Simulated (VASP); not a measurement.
# KBr (Fm-3m) in VASP: notebook

KBr is run at these levels: PBEsol; tasks: elastic constants.

Program: VASP 6.6.1. These are calculated values, not measurements. Logs are shortened: lines on timing, memory, paths and dates and some standing lists are left out, and cuts for length are marked.

### Step 1. The cell of the first run

The structure is cubic, space group Fm-3m (No. 225). The conventional cell has a = 5.494 Å, b = 5.494 Å, c = 5.494 Å, α = 90.00°, β = 90.00°, γ = 90.00°. K (site symmetry m-3m) has 6 Br at 2.75 Å within 3.6 Å. Br (site symmetry m-3m) has 6 K at 2.75 Å within 3.6 Å.

### Step 2. Elastic constants, PBEsol

INCAR reads:

```
ALGO = Normal
EDIFF = 1E-8
ENCUT = 600
GGA = PS
IBRION = 6
ISIF = 3
ISMEAR = 0
LASPH = True
LCHARG = False
LREAL = False
LWAVE = False
NELM = 100
NFREE = 2
NSW = 1
POTIM = 0.015
PREC = Accurate
SIGMA = 0.01
```

KPOINTS reads:

```
k-points
0
Gamma
  6 6 6
```

POSCAR reads:

```
KBr
1.0
    0.0000000000      2.7468304424      2.7468304424
    2.7468304424      0.0000000000      2.7468304424
    2.7468304424      2.7468304424      0.0000000000
K Br
1 1
Direct
    0.0000000000      0.0000000000      0.0000000000
    0.5000000000      0.5000000000      0.5000000000
```

Potentials or basis: VASP PAW PBE potentials, release 64 (K_sv, Br).

Started as:

```console
cat potpaw_PBE.64/K_sv/POTCAR potpaw_PBE.64/Br/POTCAR > POTCAR
mpirun -np 1 vasp_std > vasp.out
```

OUTCAR:

```text
EDIFF = 1E-8
   ENCUT = 600
   GGA = PS
   IBRION = 6
   ISIF = 3
   ISMEAR = 0
   LASPH = True
   LREAL = False
   NELM = 100
   NFREE = 2
   NSW = 1
   POTIM = 0.015
   PREC = Accurate

 ion  position               nearest neighbor table
   1  0.000  0.000  0.000-   2 2.75   2 2.75   2 2.75   2 2.75   2 2.75   2 2.75
   2  0.500  0.500  0.500-   1 2.75   1 2.75   1 2.75   1 2.75   1 2.75   1 2.75

  LATTYP: Found a face centered cubic cell.
 ALAT       =     5.4936608848

  Lattice vectors:

 A1 = (   0.0000000000,   2.7468304424,   2.7468304424)
 A2 = (   2.7468304424,   0.0000000000,   2.7468304424)
 A3 = (   2.7468304424,   2.7468304424,   0.0000000000)

Analysis of symmetry for initial positions (statically):
=====================================================================
 Subroutine PRICEL returns:
 Original cell was already a primitive cell.

 Routine SETGRP: Setting up the symmetry group for a
 face centered cubic supercell.

 Subroutine GETGRP returns: Found 48 space group operations
 (whereof 48 operations were pure point group operations)
 out of a pool of 48 trial point group operations.

The static configuration has the point symmetry O_h .

Analysis of symmetry for dynamics (positions and initial velocities):
=====================================================================
 Subroutine PRICEL returns:
 Original cell was already a primitive cell.

 Routine SETGRP: Setting up the symmetry group for a
 face centered cubic supercell.

 Subroutine GETGRP returns: Found 48 space group operations
 (whereof 48 operations were pure point group operations)
 out of a pool of 48 trial point group operations.

The dynamic configuration has the point symmetry O_h .

 Subroutine INISYM returns: Found 48 space group operations
 (whereof 48 operations are pure point group operations),
 and found     1 'primitive' translations

----------------------------------------------------------------------------------------

                                     Primitive cell

  volume of cell :      41.4501

  direct lattice vectors                    reciprocal lattice vectors
     0.000000000  2.746830442  2.746830442    -0.182027981  0.182027981  0.182027981
     2.746830442  0.000000000  2.746830442     0.182027981 -0.182027981  0.182027981
     2.746830442  2.746830442  0.000000000     0.182027981  0.182027981 -0.182027981

  length of vectors
     3.884604865  3.884604865  3.884604865     0.315281712  0.315281712  0.315281712

  position of ions in fractional coordinates (direct lattice)
     0.000000000  0.000000000  0.000000000
     0.500000000  0.500000000  0.500000000

  ion indices of the primitive-cell ions
   primitive index   ion index
                 1           1
                 2           2

----------------------------------------------------------------------------------------

 KPOINTS: k-points

Automatic generation of k-mesh.
 Grid dimensions read from file:
 generate k-points for:    6    6    6

 Generating k-lattice:

  Cartesian coordinates                     Fractional coordinates (reciprocal lattice)
    -0.030337997  0.030337997  0.030337997     0.166666667  0.000000000  0.000000000
     0.030337997 -0.030337997  0.030337997     0.000000000  0.166666667  0.000000000
     0.030337997  0.030337997 -0.030337997     0.000000000  0.000000000  0.166666667

  Length of vectors
     0.052546952  0.052546952  0.052546952
[... 210 lines left out ...]
      2     -12.0227      2.00000
      3      -9.2984      2.00000
      4      -9.2984      2.00000
      5      -9.2597      2.00000
      6       1.3303      2.00000
      7       1.4201      2.00000
      8       1.4201      2.00000
      9       7.6102      0.00000
     10       8.1639      0.00000
     11       8.3105      0.00000
     12       8.3105      0.00000
[... 331 lines left out ...]
 k-point    24 :       0.5000    0.0000    0.3333
  band No.  band energies     occupation
      1     -25.6101      2.00000
      2     -12.0918      2.00000
      3      -9.7884      2.00000
      4      -9.5020      2.00000
      5      -9.2377      2.00000
      6      -0.0518      2.00000
      7       0.5086      2.00000
      8       0.7637      2.00000
      9       6.4678      0.00000
     10      11.1588      0.00000
     11      11.6382      0.00000
     12      12.0473      0.00000

 [... further k-points ...]

[... ionic steps 4 to 14 ...]

--------------------------------------- Ionic step       15  -------------------------------------------

 number of electron      16.0000001 magnetization

------------------------ aborting loop because EDIFF is reached ----------------------------------------
[... 67 lines left out ...]
--------------------------------------- Ionic step       17  -------------------------------------------

 number of electron      16.0000001 magnetization

 Free energy of the ion-electron system (eV)
  ---------------------------------------------------
  ext. energy  EPLUGINS =         0.00000000
  ---------------------------------------------------
  free energy    TOTEN  =        -4.80658853 eV

  energy without entropy =       -4.80658853  energy(sigma->0) =       -4.80658853

 E-fermi :   1.6470     XC(G=0): -10.0640

 val. band max:        1.5167092527   @ k =   0.0000   0.0000   0.0000
 cond. band min:       5.6707288976   @ k =   0.0000   0.5000   0.5000
 fundamental gap:      4.1540196449
 Fermi energy:         1.6470387777

 k-point     1 :       0.0000    0.0000    0.0000
  band No.  band energies     occupation
      1     -25.6108      2.00000
      2     -11.9391      2.00000
      3      -9.1662      2.00000
      4      -9.1660      2.00000
      5      -9.1660      2.00000
      6       1.5162      2.00000
      7       1.5162      2.00000
      8       1.5167      2.00000
      9       7.8276      0.00000
     10       8.3468      0.00000
     11       8.3472      0.00000
     12       8.3472      0.00000
[... 331 lines left out ...]
 k-point    24 :       0.0000   -0.3333    0.3333
  band No.  band energies     occupation
      1     -25.4861      2.00000
      2     -12.2552      2.00000
      3      -9.7215      2.00000
      4      -9.2915      2.00000
      5      -8.6750      2.00000
      6      -0.3897      2.00000
      7       0.4548      2.00000
      8       0.4969      2.00000
      9       8.2613      0.00000
     10      10.3500      0.00000
     11      11.8203      0.00000
     12      11.8314      0.00000

 [... further k-points ...]

------------------------ aborting loop because EDIFF is reached ----------------------------------------

  FORCE on cell =-STRESS in cart. coord.  units (eV):
  Direction    XX          YY          ZZ          XY          YZ          ZX
  --------------------------------------------------------------------------------------
  -------------------------------------------------------------------------------------
  Total        7.9327106      7.9219721      7.9219721      0.0000000      0.0000000      0.0000000
  in kB      306.6243500    306.2092750    306.2092750      0.0000000      0.0000000      0.0000000
  external PRESSURE =     306.3476333 kB  Pullay stress =       0.0000000 kB
[... 17 lines left out ...]
  FREE ENERGIE OF THE ION-ELECTRON SYSTEM (eV)
  ---------------------------------------------------
  free  energy   TOTEN  =        -4.8065885268 eV

  energy  without entropy=       -4.8065885268  energy(sigma->0) =       -4.80658853

 INTERNAL STRAIN TENSORS FROM STRAINED CELLS
 ============================================

 INTERNAL STRAIN TENSOR FOR ION    1 for displacements in x,y,z  (eV/Angst):
          X           Y           Z          XY          YZ          ZX
  --------------------------------------------------------------------------------
  x     0.00000    -0.00000    -0.00000    -0.00000    -0.00000    -0.00000
  y    -0.00000     0.00000    -0.00000     0.00000    -0.00000     0.00000
  z     0.00000    -0.00000     0.00000     0.00000    -0.00000    -0.00000

 INTERNAL STRAIN TENSORS FROM DISPLACED ATOMS
 ============================================

 INTERNAL STRAIN TENSOR FOR ION    1 for displacements in x,y,z  (eV/Angst):
          X           Y           Z          XY          YZ          ZX
  --------------------------------------------------------------------------------
  x     0.00000     0.00000     0.00000     0.00000     0.00000     0.00000
  y     0.00000     0.00000     0.00000     0.00000     0.00000     0.00000
  z     0.00000     0.00000     0.00000     0.00000     0.00000     0.00000

 INTERNAL STRAIN TENSOR FOR ION    2 for displacements in x,y,z  (eV/Angst):
          X           Y           Z          XY          YZ          ZX
  --------------------------------------------------------------------------------
  x     0.00000     0.00000     0.00000     0.00000     0.00000     0.00000
  y     0.00000     0.00000     0.00000     0.00000     0.00000     0.00000
  z     0.00000     0.00000     0.00000     0.00000     0.00000     0.00000

 Eigenvectors and eigenvalues of the dynamical matrix
 ----------------------------------------------------

   1 f  =    8.651947 THz    54.361785 2PiTHz  288.597879 cm-1    35.781561 meV
             X         Y         Z           dx          dy          dz
      0.000000  0.000000  0.000000    -0.819428    0.000000    0.000000
      2.746830  2.746830  2.746830     0.573182    0.000000    0.000000
[... 21 lines left out ...]
   6 f/i=    0.000102 THz     0.000644 2PiTHz    0.003419 cm-1     0.000424 meV
             X         Y         Z           dx          dy          dz
      0.000000  0.000000  0.000000     0.000000    0.217744    0.530213
      2.746830  2.746830  2.746830     0.000000    0.311289    0.757998

--------------------------------------------------------------------------------------------------------

 ELASTIC MODULI CONTR FROM IONIC RELAXATION (kBar)
 Direction    XX          YY          ZZ          XY          YZ          ZX
 --------------------------------------------------------------------------------
 XX           0.0000      0.0000      0.0000      0.0000      0.0000      0.0000
 YY           0.0000      0.0000      0.0000      0.0000      0.0000      0.0000
 ZZ           0.0000      0.0000      0.0000      0.0000      0.0000      0.0000
 XY           0.0000      0.0000      0.0000      0.0000      0.0000      0.0000
 YZ           0.0000      0.0000      0.0000      0.0000      0.0000      0.0000
 ZX           0.0000      0.0000      0.0000      0.0000      0.0000      0.0000
 --------------------------------------------------------------------------------

 TOTAL ELASTIC MODULI (kBar)
 Direction    XX          YY          ZZ          XY          YZ          ZX
 --------------------------------------------------------------------------------
 XX        3025.7430     14.8044     14.8044      0.0000      0.0000     -0.0000
 YY          14.8044   3025.7430     14.8044     -0.0000     -0.0000     -0.0000
 ZZ          14.8044     14.8044   3025.7430     -0.0000      0.0000     -0.0000
 XY           0.0000     -0.0000     -0.0000   -138.6900      0.0000      0.0000
 YZ           0.0000     -0.0000      0.0000      0.0000   -138.6900      0.0000
 ZX          -0.0000     -0.0000     -0.0000      0.0000      0.0000   -138.6900
 --------------------------------------------------------------------------------
```

Wall time 2.3 min (1 thread of Intel Xeon 6975P-C (Granite Rapids), shared host); peak memory 0.23 GiB.

Results:

```yaml
Elastic_constants_C11_C12_C44: 303, 1, -14 GPa
Voigt_bulk_modulus: 102 GPa
Highest_phonon_frequency_at_Γ_LO-TO_splitting_left_out: 289 cm⁻¹
```

Phonon frequencies in cm⁻¹ (negative: imaginary):
```
              q point        frequencies
(0.000, 0.000, 0.000)  0 0 0 289 289 289
```

Elastic tensor in Voigt notation (GPa, in the Cartesian axes of the cell as first typed):
```
303   1   1   0   0   0
  1 303   1   0   0   0
  1   1 303   0   0   0
  0   0   0 -14   0   0
  0   0   0   0 -14   0
  0   0   0   0   0 -14
```

Clamped-ion elastic tensor (GPa):
```
303   1   1   0   0   0
  1 303   1   0   0   0
  1   1 303   0   0   0
  0   0   0 -14   0   0
  0   0   0   0 -14   0
  0   0   0   0   0 -14
```

Caveat: the cell is under stress, which shifts elastic constants; the elastic tensor has a negative eigenvalue, so either the cell is unstable as it stands or the mesh is too thin; the PAW data sets were made with another functional, which shifts forces and pressure a little.

### Step 3. Elastic constants, PBEsol

This run uses another cell than the first one, of 35.11 Å³/atom, 1.694 times its volume.

Edit INCAR of step 2 so:

```diff
@@ -7,6 +7,6 @@
 ISMEAR = 0
-LASPH = True
-LCHARG = False
-LREAL = False
-LWAVE = False
+LASPH = T
+LCHARG = F
+LREAL = F
+LWAVE = F
 NELM = 100
```

KPOINTS is that of step 2.

POSCAR reads:

```
KBr
1.0
    0.0000000000      3.2745247507      3.2745247507
    3.2745247507      0.0000000000      3.2745247507
    3.2745247507      3.2745247507      0.0000000000
K Br
1 1
Direct
    0.0000000000      0.0000000000      0.0000000000
    0.5000000000      0.5000000000      0.5000000000
```

Potentials or basis: VASP PAW PBE potentials, release 64 (K_sv, Br).

Started as:

```console
cat potpaw_PBE.64/K_sv/POTCAR potpaw_PBE.64/Br/POTCAR > POTCAR
mpirun -np 1 vasp_std > vasp.out
```

Wall time 6 min (1 thread of Intel Xeon 6975P-C (Granite Rapids), shared host); peak memory 0.31 GiB.

It converged, with:

| Item | Value |
| --- | --- |
| Elastic constants C11, C12, C44 | 38, 5, 5 GPa |
| Voigt bulk modulus | 16 GPa |
| Highest phonon frequency at Γ, LO-TO splitting left out | 113 cm⁻¹ |

Phonon frequencies in cm⁻¹ (negative: imaginary):
```
              q point        frequencies
(0.000, 0.000, 0.000)  0 0 0 113 113 113
```

Elastic tensor in Voigt notation (GPa, in the Cartesian axes of the cell as first typed):
```
38  5  5  0  0  0
 5 38  5  0  0  0
 5  5 38  0  0  0
 0  0  0  5  0  0
 0  0  0  0  5  0
 0  0  0  0  0  5
```

Clamped-ion elastic tensor (GPa):
```
38  5  5  0  0  0
 5 38  5  0  0  0
 5  5 38  0  0  0
 0  0  0  5  0  0
 0  0  0  0  5  0
 0  0  0  0  0  5
```

Caveat: the PAW data sets were made with another functional, which shifts forces and pressure a little.
